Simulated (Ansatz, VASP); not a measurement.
## Ta in VASP and in Ansatz

```
Ta
1.0
    -1.65939    1.65939   -1.65939
    -1.65939   -1.65939    1.65939
     0.00000    8.05179    8.05179
Ta
4
Direct
  0.00000 0.00000 0.72132
  0.50000 0.50000 0.10305
  0.00000 0.00000 0.30914
  0.50000 0.50000 0.51523
```

Alike in both runs: task single point; functional PBE; k mesh 22 × 22 × 7; occupations gaussian, width 0.15 eV; no spin polarisation.

|  | VASP | Ansatz |
| --- | --- | --- |
| version | VASP 6.6.1 | Ansatz 0.2.0 |
| potentials or method | VASP PAW PBE potentials, release 64 (Ta_pv), cutoff 500 eV | scalar-relativistic, plane waves, PAW |
| valence electrons in the cell | 44 | 52 |

Ansatz gave:

```
gap on the k mesh at the Fermi level (eV)                     : none
pressure (GPa)                                                : -7.2
traceless stress, the component that is largest in VASP (GPa) : 0.52
rms of the force components (eV/Å)                            : 0.110
```

Question: What did VASP give for the same quantities?

Answer: gap on the k mesh at the Fermi level (eV): none; pressure (GPa): -7.1; traceless stress, the component that is largest in VASP (GPa): 0.52; rms of the force components (eV/Å): 0.112.

Atom by atom the forces differ by 0.003 eV/Å (rms over components). A gap of «none» marks a metal or a gap that the smearing closes. With one functional, cell and mesh, what is left measures potentials, basis and numerics. VASP's potentials hold 44 valence electrons a cell and Ansatz's 52, so a difference there can come from the potentials and not from the codes.

Spin-orbit coupling is off throughout.
